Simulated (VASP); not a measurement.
Write the native input for VASP 6.6.1 that does the following.

- Task: single point
- Functional: r2SCAN
- Potentials or basis: VASP PAW PBE potentials, release 64 (Hg)
- Cutoff: 520 eV
- k mesh: 11 × 11 × 11
- Occupations: methfessel-paxton, width 0.6 eV
- Spin: no spin polarisation
- Dipole correction: no
- Further INCAR settings: ALGO = Normal; EDIFF = 1e-06; NBANDS = 12

Hg:

```xyz
1
Lattice="1.8779 1.0842 2.1547 -1.8779 1.0842 2.1547 0.0000 -2.1684 2.1547" Properties=species:S:1:pos:R:3 pbc="T T T"
Hg    0.0000    0.0000    0.0000
```

These files were run (other wordings do the same):

POSCAR

```
Hg
1.0
    1.8778599936      1.0841829728      2.1547276236
   -1.8778599936      1.0841829728      2.1547276236
    0.0000000000     -2.1683659456      2.1547276235
Hg
1
Direct
    0.0000000000      0.0000000000      0.0000000000
```

INCAR.step1

```
PREC = Accurate ; ENCUT = 520
ISMEAR = 1 ; SIGMA = 0.6
LREAL = F ; LASPH = T
NELM = 80 ; NBANDS = 12
GGA = PE ; ALGO = Normal
EDIFF = 1E-4 ; LWAVE = T
LCHARG = F
```

INCAR.step2

```
PREC = Accurate ; ENCUT = 520
EDIFF = 1E-6 ; ISMEAR = 1
SIGMA = 0.6 ; LREAL = F
LASPH = T ; NELM = 80
ALGO = Normal ; ISIF = 2
LWAVE = F ; LCHARG = F
METAGGA = R2SCAN ; LMIXTAU = T
NBANDS = 12 ; ISTART = 1
```

KPOINTS

```
Automatic mesh
0
Gamma
  11 11 11
```

Potentials or basis: VASP PAW PBE potentials, release 64 (Hg).

Run with:

```sh
$ cat potpaw_PBE.64/Hg/POTCAR > POTCAR
$ cp INCAR.step1 INCAR
$ mpirun -np 1 vasp_std > vasp.out
$ cp INCAR.step2 INCAR
$ mpirun -np 1 vasp_std > vasp.out
```

Results of the run:

```
Pressure               : 0.4 GPa
Band gap on the k mesh : zero (bands 6 and 7 overlap by 2.63 eV)
```

Caveat: so wide a smearing shifts energies and pressures; the PAW data sets were made with another functional, which shifts forces and pressure a little; spin-orbit coupling is left out, which moves the levels of the heavy elements.

Run time: 45 s on 1 thread of Intel(R) Xeon(R) 6975P-C (Granite Rapids) (shared host), peak memory 0.17 GiB.
